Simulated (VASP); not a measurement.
# Cu (P6_3/mmc) in VASP: notebook

Runs on Cu. Level: PBE. Tasks: single point.

All numbers are computed with VASP 6.6.1; they aren't measurements. Logs are shortened: lines on timing, memory, paths and dates and some standing lists are left out, and cuts for length are marked.

## 1. The cell of the first run

It takes space group P6_3/mmc (No. 194, hexagonal). The conventional cell has a = 2.567 Å, b = 2.567 Å, c = 8.385 Å, α = 90.00°, β = 90.00°, γ = 120.00°. Cu (site symmetry -3m) has 12 Cu at 2.57 Å within 3.4 Å. Within 3.4 Å of Cu (site symmetry -6m2) lie 12 Cu at 2.57 Å.

This isn't the form of Cu at room conditions, which is fcc.

## 2. Single point, PBE

Input file INCAR:

```
SYSTEM = Cu
PREC     = Accurate       ! precision mode
ENCUT    = 520            ! plane-wave cutoff, eV
EDIFF    = 1E-6           ! SCF threshold, eV
ISMEAR   = -1             ! smearing method
SIGMA    = 0.1            ! smearing width, eV
LREAL    = .False.        ! projectors in reciprocal space
LASPH    = .True.         ! aspherical terms in the spheres
NELM     = 100            ! most SCF steps
ALGO     = Normal         ! electronic algorithm
ISIF     = 2              ! what is computed and relaxed
LWAVE    = .False.        ! write WAVECAR
LCHARG   = .False.        ! write CHGCAR
GGA      = PE             ! functional
NBANDS   = 30             ! bands
```

Input file KPOINTS:

```
Automatic mesh
0
Gamma
  14 14 4
  0 0 0
```

Input file POSCAR:

```
Cu
1.0
    2.5674720615      0.0000000000      0.0000000000
   -1.2837360307      2.2234960287      0.0000000000
    0.0000000000      0.0000000000      8.3850115202
Cu
4
Direct
    1.0000000000      0.0000000000      0.0000000000
    1.0000000000      1.0000000000      0.5000000000
    0.3333333333      0.6666666667      0.2500000000
    0.6666666667      0.3333333333      0.7500000000
```

Potentials or basis: VASP PAW PBE potentials, release 64 (Cu).

On the command line:

```sh
$ cat potpaw_PBE.64/Cu/POTCAR > POTCAR
$ mpirun -np 1 vasp_std > vasp.out
```

OUTCAR:

```text
SYSTEM = Cu
   PREC = Accurate
   ENCUT = 520
   EDIFF = 1E-6
   ISMEAR = -1
   LREAL = .False.
   LASPH = .True.
   NELM = 100
   ISIF = 2
   GGA = PE

 ion  position               nearest neighbor table
   1  0.000  0.000  0.000-   3 2.57   4 2.57   3 2.57   4 2.57   4 2.57   3 2.57
   2  0.000  0.000  0.500-   3 2.57   4 2.57   3 2.57   4 2.57   4 2.57   3 2.57
   3  0.333  0.667  0.250-   1 2.57   2 2.57   1 2.57   2 2.57   1 2.57   2 2.57
   4  0.667  0.333  0.750-   1 2.57   2 2.57   1 2.57   2 2.57   1 2.57   2 2.57

  LATTYP: Found a hexagonal cell.
 ALAT       =     2.5674720615
 C/A-ratio  =     3.2658628095

  Lattice vectors:

 A1 = (   2.5674720615,   0.0000000000,   0.0000000000)
 A2 = (  -1.2837360307,   2.2234960287,   0.0000000000)
 A3 = (   0.0000000000,   0.0000000000,   8.3850115202)

Analysis of symmetry for initial positions (statically):
=====================================================================
 Subroutine PRICEL returns:
 Original cell was already a primitive cell.

 Routine SETGRP: Setting up the symmetry group for a
 hexagonal supercell.

 Subroutine GETGRP returns: Found 24 space group operations
 (whereof 12 operations were pure point group operations)
 out of a pool of 24 trial point group operations.

The static configuration has the point symmetry D_3d.
 The point group associated with its full space group is D_6h.

Analysis of symmetry for dynamics (positions and initial velocities):
=====================================================================
 Subroutine PRICEL returns:
 Original cell was already a primitive cell.

 Routine SETGRP: Setting up the symmetry group for a
 hexagonal supercell.

 Subroutine GETGRP returns: Found 24 space group operations
 (whereof 12 operations were pure point group operations)
 out of a pool of 24 trial point group operations.

The dynamic configuration has the point symmetry D_3d.
 The point group associated with its full space group is D_6h.

 Subroutine INISYM returns: Found 24 space group operations
 (whereof 12 operations are pure point group operations),
 and found     1 'primitive' translations

----------------------------------------------------------------------------------------

                                     Primitive cell

  volume of cell :      47.8681

  direct lattice vectors                    reciprocal lattice vectors
     2.567472062  0.000000000  0.000000000     0.389488172  0.224871101  0.000000000
    -1.283736031  2.223496029  0.000000000     0.000000000  0.449742202  0.000000000
     0.000000000  0.000000000  8.385011520     0.000000000  0.000000000  0.119260421

  length of vectors
     2.567472062  2.567472061  8.385011520     0.449742202  0.449742202  0.119260421

  position of ions in fractional coordinates (direct lattice)
     0.000000000  0.000000000  0.000000000
     0.000000000  0.000000000  0.500000000
     0.333333333  0.666666667  0.250000000
     0.666666667  0.333333333  0.750000000

  ion indices of the primitive-cell ions
   primitive index   ion index
                 1           1
                 2           2
                 3           3
                 4           4

----------------------------------------------------------------------------------------

 KPOINTS: Automatic mesh

Automatic generation of k-mesh.
 Grid dimensions read from file:
 generate k-points for:   14   14    4

 Generating k-lattice:

  Cartesian coordinates                     Fractional coordinates (reciprocal lattice)
     0.027820584  0.016062221  0.000000000     0.071428571  0.000000000  0.000000000
     0.000000000  0.032124443  0.000000000     0.000000000  0.071428571  0.000000000
     0.000000000  0.000000000  0.029815105     0.000000000  0.000000000  0.250000000

  Length of vectors
     0.032124443  0.032124443  0.029815105

  Shift w.r.t. Gamma in fractional coordinates (k-lattice)
     0.000000000  0.000000000  0.000000000

 Subroutine IBZKPT returns following result:
 ===========================================

 Found     72 irreducible k-points:

 Following reciprocal coordinates:
            Coordinates               Weight
  0.000000  0.000000  0.000000      1.000000
  0.071429  0.000000  0.000000      6.000000
  0.142857  0.000000  0.000000      6.000000
  0.214286  0.000000  0.000000      6.000000
  0.285714  0.000000  0.000000      6.000000
  0.357143  0.000000  0.000000      6.000000
[... 16 lines left out ...]
  0.285714  0.285714  0.000000      6.000000
  0.357143  0.285714  0.000000      6.000000
 [... further k-points ...]
   k-points           NKPTS =     72   k-points in BZ     NKDIM =     72   number of bands    NBANDS=     30
   number of dos      NEDOS =    301   number of ions     NIONS =      4
   total plane-waves  NPLWV =  25600
   dimension x,y,z NGX =    20 NGY =   20 NGZ =   64
   dimension x,y,z NGXF=    40 NGYF=   40 NGZF=  128
   ions per type =               4
   NGX,Y,Z   is equivalent  to a cutoff of  12.95, 12.95, 12.69 a.u.
   NGXF,Y,Z  is equivalent  to a cutoff of  25.90, 25.90, 25.38 a.u.
 SYSTEM =  Cu
   PREC   = accura    normal or accurate (medium, high low for compatibility)
   ISTART =      0    job   : 0-new  1-cont  2-samecut
   ICHARG =      2    charge: 1-file 2-atom 10-const
   ISPIN  =      1    spin polarized calculation?
   LNONCOLLINEAR =      F non collinear calculations
   LSORBIT =      F    spin-orbit coupling
   LASPH  =      T    aspherical Exc in radial PAW
   ENCUT  =  520.0 eV  38.22 Ry    6.18 a.u.   4.77  4.77 15.59*2*pi/ulx,y,z
   NELM   =    100;   NELMIN=  2; NELMDL= -5     # of ELM steps
   EDIFF  = 0.1E-05   stopping-criterion for ELM
   LREAL  =      F    real-space projection
   EDIFFG = 0.1E-04   stopping-criterion for IOM
   NSW    =      0    number of steps for IOM
   IBRION =     -1    ionic relax: 0-MD 1-quasi-New 2-CG
   NFREE  =      0    steps in history (QN), initial steepest desc. (CG)
   ISIF   =      2    stress and relaxation
   ISYM   =      2    0-nonsym 1-usesym 2-fastsym
   POTIM  = 0.5000    time-step for ionic-motion
   TEBEG  =    0.0;   TEEND  =   0.0 temperature during run
   PSTRESS=    0.0 pullay stress
   NELECT =      44.0000    total number of electrons
   NUPDOWN=      -1.0000    fix difference up-down
   EMIN   =  10.00;   EMAX   =-10.00  energy-range for DOS
   EFERMI =   0.00;   METHOD = LEGACY
   ISMEAR =    -1;   SIGMA  =   0.10  broadening in eV -4-tet -1-fermi 0-gaus
   EFERMI_NEDOS =   21; number of points for ismear=-14 and -15
   IALGO  =     38    algorithm
   IMIX   =      4    mixing-type and parameters
     AMIX     =   0.40;   BMIX     =  1.00
     AMIX_MAG =   1.60;   BMIX_MAG =  1.00
  volume/ion in A,a.u.               =      11.97        80.76
  Fermi-wavevector in a.u.,A,eV,Ry     =   1.591758  3.007987 34.473009  2.533695
  Thomas-Fermi vector in A             =   2.690249
   LORBIT       =      0    0 simple, 1 ext, 2 COOP (PROOUT), +10 PAW based schemes
   GGA     = PE    functional components
   LHFCALC =     F    Hartree Fock is set to
   AEXX    =    0.0000 exact exchange contribution
   IVDW    =     0    specifies the selected vdW correction
   LEPSILON=     F    determine dielectric tensor
   LRPA    =     F    only Hartree local field effects (RPA)
 non-spin polarized calculation
  energy-cutoff  :      520.00
  volume of cell :       47.87
 maximum number of plane-waves:      1316
 NGX is ok and might be reduce to    20
   NGX =  9   NGY =  9   NGZ = 31

 number of electron      44.0000025 magnetization

 Free energy of the ion-electron system (eV)
  ---------------------------------------------------
  ext. energy  EPLUGINS =         0.00000000
  ---------------------------------------------------
  free energy    TOTEN  =       -14.91091487 eV

  energy without entropy =      -14.86519688  energy(sigma->0) =      -14.88805587

 E-fermi :   7.3713     XC(G=0): -12.6496

 val. band max:        7.3350884456   @ k =   0.4286   0.0714   0.5000
 cond. band min:       7.4188963985   @ k =   0.4286   0.0000   0.0000
 fundamental gap:      0.0838079530
 Fermi energy:         7.3712918466

 k-point     1 :       0.0000    0.0000    0.0000
  band No.  band energies     occupation
      1      -1.8282      2.00000
      2       0.2717      2.00000
      3       0.2801      2.00000
      4       2.4177      2.00000
      5       4.1937      2.00000
      6       4.1954      2.00000
[... 22 lines left out ...]
     29      29.0820      0.00000
     30      29.0882      0.00000

 k-point     2 :       0.0714    0.0000    0.0000
  band No.  band energies     occupation
      1      -1.6647      2.00000
      2       0.4182      2.00000
      3       0.4265      2.00000
      4       2.5138      2.00000
      5       4.1154      2.00000
      6       4.1571      2.00000
[... 22 lines left out ...]
     29      27.4854      0.00000
     30      27.6801      0.00000

 k-point     3 :       0.1429    0.0000    0.0000
  band No.  band energies     occupation
      1      -1.1817      2.00000
      2       0.8391      2.00000
      3       0.8469      2.00000
      4       2.7725      2.00000
      5       3.9610      2.00000
      6       4.0639      2.00000
[... 22 lines left out ...]
     29      24.5723      0.00000
     30      24.6009      0.00000

 k-point     4 :       0.2143    0.0000    0.0000
  band No.  band energies     occupation
      1      -0.4074      2.00000
      2       1.4615      2.00000
      3       1.4685      2.00000
      4       3.0853      2.00000
      5       3.8231      2.00000
      6       3.9029      2.00000
[... 22 lines left out ...]
     29      21.3639      0.00000
     30      21.6352      0.00000

 k-point     5 :       0.2857    0.0000    0.0000
  band No.  band energies     occupation
      1       0.5902      2.00000
      2       2.0973      2.00000
      3       2.1046      2.00000
      4       3.2347      2.00000
      5       3.6556      2.00000
      6       3.7522      2.00000
[... 22 lines left out ...]
     29      21.6992      0.00000
     30      21.7972      0.00000
[... 526 lines left out ...]
     29      15.6603      0.00000
     30      17.1719      0.00000

 k-point    22 :       0.3571    0.2143    0.0000
  band No.  band energies     occupation
      1       2.9945      2.00000
      2       3.0522      2.00000
      3       3.3319      2.00000
      4       3.4352      2.00000
      5       3.5648      2.00000
      6       3.5920      2.00000
[... 22 lines left out ...]
     29      16.3264      0.00000
     30      16.9014      0.00000

 k-point    23 :       0.2857    0.2857    0.0000
  band No.  band energies     occupation
      1       3.2651      2.00000
      2       3.2688      2.00000
      3       3.2801      2.00000
      4       3.3829      2.00000
      5       3.5442      2.00000
      6       3.5617      2.00000
[... 22 lines left out ...]
     29      15.0939      0.00000
     30      16.5403      0.00000

 k-point    24 :       0.3571    0.2857    0.0000
  band No.  band energies     occupation
      1       3.3128      2.00000
      2       3.3229      2.00000
      3       3.4670      2.00000
      4       3.5397      2.00000
      5       3.5780      2.00000
      6       3.5979      2.00000
[... 22 lines left out ...]
     29      14.6907      0.00000
     30      17.8313      0.00000

 [... further k-points ...]
[... 5 lines left out ...]
  --------------------------------------------------------------------------------------
  -------------------------------------------------------------------------------------
  Total        0.2509357      0.2509357      0.2393258      0.0000000     -0.0000000     -0.0000000
  in kB        8.3989949      8.3989949      8.0104015      0.0000000     -0.0000000     -0.0000000
  external PRESSURE =       8.2694637 kB  Pullay stress =       0.0000000 kB

 VOLUME and BASIS-vectors are now :
 -----------------------------------------------------------------------------
  energy-cutoff  :      520.00
  volume of cell :       47.87
      direct lattice vectors                 reciprocal lattice vectors
     2.567472062  0.000000000  0.000000000     0.389488172  0.224871101  0.000000000
    -1.283736031  2.223496029  0.000000000     0.000000000  0.449742202  0.000000000
     0.000000000  0.000000000  8.385011520     0.000000000  0.000000000  0.119260421

 POSITION                                       TOTAL-FORCE (eV/Angst)
 -----------------------------------------------------------------------------------
      0.00000      0.00000      0.00000        -0.000000      0.000000      0.000000
      0.00000      0.00000      4.19251        -0.000000      0.000000      0.000000
     -0.00000      1.48233      2.09625         0.000000      0.000000      0.000000
      1.28374      0.74117      6.28876        -0.000000     -0.000000     -0.000000
 -----------------------------------------------------------------------------------
    total drift:                                0.000000     -0.000000      0.000000

  FREE ENERGIE OF THE ION-ELECTRON SYSTEM (eV)
  ---------------------------------------------------
  free  energy   TOTEN  =       -14.9109148671 eV

  energy  without entropy=      -14.8651968797  energy(sigma->0) =      -14.88805587
```

It took 38 s on 1 thread of Intel Xeon 6975P-C (Granite Rapids), shared host; peak memory 0.2 GiB.

What came out:

```yaml
Free_energy: -14.9109 eV
Pressure: 0.8 GPa
Band_gap_on_the_k_mesh: zero (bands 22 and 23 overlap by 4.53 eV)
```

(Continued in part 2 of 2.)
